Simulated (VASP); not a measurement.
Al12N, 13 atoms in the cell. The cell holds a slab with vacuum, 13 atoms: a = 5.714 Å, b = 5.714 Å, c = 19.675 Å, α = 90.00°, β = 90.00°, γ = 90.00°. 

| Quantity | Value |
| --- | --- |
| Program | VASP 6.6.1 |
| Task | single point |
| Functional | PBE |
| Potentials or basis | VASP PAW PBE potentials, release 64 (Al, N) |
| Cutoff | 520 eV |
| k mesh | 5 × 5 × 1 |
| Occupations | gaussian, width 0.1 eV |
| Spin | no spin polarisation |
| Dipole correction | yes |
| Further INCAR settings | ALGO = Normal; EDIFF = 1e-06; NBANDS = 32 |

Potentials or basis: VASP PAW PBE potentials, release 64 (Al, N).

Command:

```bash
$ cat potpaw_PBE.64/Al/POTCAR potpaw_PBE.64/N/POTCAR > POTCAR
$ mpirun -np 1 vasp_std > vasp.out
```

Hardware: 1 thread of Intel(R) Xeon(R) Platinum 8488C (Sapphire Rapids), with other jobs on the host.

Q: How long does it take, and how much memory?

A: Wall time 7.3 min on 1 thread of Intel(R) Xeon(R) Platinum 8488C (Sapphire Rapids), with other jobs on the host, peak memory 0.62 GiB. Counts: scf iterations 27, k points 9.
